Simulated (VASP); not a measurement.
Write the native input for VASP 6.6.1 that does the following.

```yaml
Task: single point
Functional: PBE
Potentials_or_basis: VASP PAW PBE potentials, release 64 (Mg, Be, S)
Cutoff: 520 eV
k_mesh: 10 × 10 × 6
Occupations: gaussian, width 0.1 eV
Spin: no spin polarisation
Dipole_correction: no
Further_INCAR_settings: ALGO = Normal; EDIFF = 1e-06; NBANDS = 15
```

The structure of Mg3BeS lies in POSCAR:

```
Mg3BeS
1.0
    4.1908991214      0.0000000000      0.0000000000
    0.0000000000      4.1908991214      0.0000000000
    0.0000000000      0.0000000000      8.4716414477
Mg Be S
3 1 1
Direct
    0.5000000000      0.0000000000      0.8919345309
    0.0000000000      0.5000000000      0.8919345309
    0.5000000000      0.5000000000      0.6139638455
    0.5000000000      0.5000000000      0.3218411447
    0.5000000000      0.5000000000      0.0925780982
```

The input as run:

INCAR

```
SYSTEM = Mg3BeS
  PREC = Accurate
  ENCUT = 520
  EDIFF = 1E-6
  ISMEAR = 0
  SIGMA = 0.1
  LREAL = .False.
  LASPH = .True.
  NELM = 60
  ALGO = Normal
  ISIF = 2
  LWAVE = .False.
  LCHARG = .False.
  GGA = PE
  NBANDS = 15
```

KPOINTS

```
Automatic mesh
0
Gamma
  10 10 6
  0 0 0
```

Potentials or basis: VASP PAW PBE potentials, release 64 (Mg, Be, S).

Launch:

```bash
$ cat potpaw_PBE.64/Mg/POTCAR potpaw_PBE.64/Be/POTCAR potpaw_PBE.64/S/POTCAR > POTCAR
$ mpirun -np 1 vasp_std > vasp.out
```

It gave:

The pressure is -0.1 GPa, the largest force is 0.010 eV/Å and the band gap on the k mesh is zero (band 7 reaches 1.76 eV, above the bottom of band 8 at 0.46 eV).

Run time: 69 s on 1 thread of Intel(R) Xeon(R) 6975P-C (Granite Rapids), with other jobs on the host, peak memory 0.37 GiB.
